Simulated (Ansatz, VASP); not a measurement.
AlIn3As4: VASP beside Ansatz

```xyz
8
Lattice="6.0673 -0.0001 -0.0010 -0.0001 6.0634 -0.0036 -0.0010 -0.0036 6.0630" Properties=species:S:1:pos:R:3 pbc="T T T"
Al    3.0324    3.0306    3.0290
In   -0.0019   -0.0026    3.0318
In    0.0026    3.0311   -0.0022
In    3.0353    0.0010   -0.0003
As    1.5822    1.5804    1.5821
As    1.5824    4.4793    4.4779
As    4.4826    1.5806    4.4790
As    4.4830    4.4786    1.5780
```

Change from the starting cell: cell x1, atoms moved at random (sigma 0.05 Å) and cell strained at random (1.5 %), then relaxed without symmetry.

Alike in both runs: functional PBE; k mesh 4 × 4 × 4; occupations gaussian, width 0.2 eV; no spin polarisation.

Ansatz relaxed the structure, and its values are those at the end. VASP's run is a single point on that final structure, the one shown.

```csv
,VASP,Ansatz
version,VASP 6.6.1,Ansatz 0.2.0
potentials or method,"VASP PAW PBE potentials, release 64 (Al, In_d, As), cutoff 520 eV","scalar-relativistic, plane waves, PAW"
valence electrons in the cell,62,102
```

|  | VASP | Ansatz | Ansatz less VASP |
| --- | --- | --- | --- |
| gap on the k mesh at the Fermi level (eV) | none | none | - |
| pressure (GPa) | 0.1 | 0.1 | -0.06 |
| rms of the force components (eV/Å) | 0.004 | 0.005 | +0.0012 |

A gap of «none» marks a metal or a gap that the smearing closes. With one functional, cell and mesh, what is left measures potentials, basis and numerics. VASP's potentials hold 62 valence electrons a cell and Ansatz's 102, so a difference there can come from the potentials and not from the codes.
